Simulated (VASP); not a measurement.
A run of VASP 6.6.1 is set up as follows.

INCAR

```
ALGO = Fast
EDIFF = 1E-8
ENCUT = 520
GGA = PE
ISIF = 2
ISMEAR = -1
LASPH = True
LCHARG = False
LEFG = True
LREAL = False
LWAVE = False
NBANDS = 26
NELM = 100
PREC = Accurate
SIGMA = 0.05
```

Contents of KPOINTS:

```
k-points
0
Gamma
  6 7 3
```

Contents of POSCAR:

```
Rb
1.0
    5.7400000000      0.0000000000      0.0000000000
    0.0000000000      4.6400000000      0.0000000000
    0.0000000000      0.0000000000     12.3800000000
Rb
4
Direct
    0.0470000000      0.2500000000      0.8930000000
    0.4530000000      0.7500000000      0.3930000000
    0.5470000000      0.2500000000      0.6070000000
    0.9530000000      0.7500000000      0.1070000000
```

Potentials or basis: VASP PAW PBE potentials, release 64 (Rb_sv).

Command:

```console
$ cat potpaw_PBE.64/Rb_sv/POTCAR > POTCAR
$ mpirun -np 1 vasp_std > vasp.out
```

Problem. Estimate the largest force.

Solution. 0.767 eV/Å.

Problem. Estimate the band gap on the k mesh.

Solution. Zero (bands 18 and 19 overlap by 1.41 eV).

Problem. Estimate the pressure.

Solution. 1.1 GPa.

Electric field gradients, principal values (V/Å²):
| atom | least | middle | greatest (by size) |
| --- | --- | --- | --- |
| 1 Rb | 4.358 | 13.043 | -17.401 |
| 2 Rb | 4.358 | 13.043 | -17.401 |
| 3 Rb | 4.358 | 13.043 | -17.401 |
| 4 Rb | 4.358 | 13.043 | -17.401 |

Caveat: without QUAD_EFG the Cq values of the log hold for a quadrupole moment of 1 mb, not for the nuclei.
